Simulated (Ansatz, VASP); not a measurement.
# BN: VASP beside Ansatz

Contents of POSCAR:

```
BN
1.0
    0.0000000000      1.8856816338      1.7693476874
    1.8856816338      0.0000000000      1.7693476874
    1.8856816338      1.8856816338      0.0000000000
B N
1 1
Direct
    0.0000000000      0.0000000000      0.0000000000
    0.2500000000      0.2500000000      0.2500000000
```

Contents of INCAR.step1:

```
SYSTEM = BN
  ALGO = Normal
  EDIFF = 1E-5
  ENCUT = 520
  GGA = PE
  ISIF = 2
  ISMEAR = 0
  LASPH = .True.
  LCHARG = .False.
  LREAL = .False.
  LWAVE = .True.
  NBANDS = 11
  NELM = 80
  PREC = Accurate
  SIGMA = 0.01
```

INCAR.step2

```
SYSTEM = BN
  ALGO = Normal
  EDIFF = 1E-7
  ENCUT = 520
  GGA = PE
  HFSCREEN = 0.2079
  ISIF = 2
  ISMEAR = 0
  ISTART = 1
  LASPH = .True.
  LCHARG = .False.
  LHFCALC = .True.
  LREAL = .False.
  LWAVE = .False.
  NBANDS = 11
  NELM = 80
  PREC = Accurate
  PRECFOCK = Normal
  SIGMA = 0.01
```

Contents of KPOINTS:

```
k-points
0
Gamma
  8 8 8
  0 0 0
```

Input for Ansatz:

```yaml
crystal:
  lattice:
    - [0.0, 1.8856816338, 1.7693476874]
    - [1.8856816338, 0.0, 1.7693476874]
    - [1.8856816338, 1.8856816338, 0.0]
  atoms:
    - { symbol: B, position: [0.0, 0.0, 0.0] }
    - { symbol: "N", position: [0.25, 0.25, 0.25] }
kpoints:
  mp_grid: { grid: [8, 8, 8] }
  band_path:
    path:
      - [0.0, 0.0, 0.0]
      - [-0.5, -0.5, 0.0]
      - [-0.375, -0.375, 0.25]
      - [-0.375, 0.0, 0.375]
      - [0.0, 0.0, 0.5]
      - [-0.5, -0.25, 0.25]
    npoints: 1
hamiltonian:
  xc: hse06
scf:
  occupations: { method: fixed }
  n_extra_bands: 4
output:
  forces: true
  stress: true
  eigenvalues: true
```

Change from the starting cell: epitaxial_xy strain +4.5%.

Alike in both runs: task single point; functional HSE06; k mesh 8 × 8 × 8; no spin polarisation.

```csv
,VASP,Ansatz
version,VASP 6.6.1,Ansatz 0.2.0
potentials or method,"VASP PAW PBE potentials, release 64 (B, N)","plane waves, PAW"
plane-wave cutoff (eV),520,420
occupations,"gaussian, width 0.01 eV",fixed
valence electrons in the cell,8,8
```

Ansatz gave:

```
gap on the k mesh at the Fermi level (eV)                     : 4.67
pressure (GPa)                                                : -27.7
traceless stress, the component that is largest in VASP (GPa) : 23.63
```

Problem. What did VASP give for the same quantities?

Solution. gap on the k mesh at the Fermi level (eV): 4.66; pressure (GPa): -27.4; traceless stress, the component that is largest in VASP (GPa): 23.62.

Ansatz's warnings: stress exchange threshold loose, stress scf threshold loose.
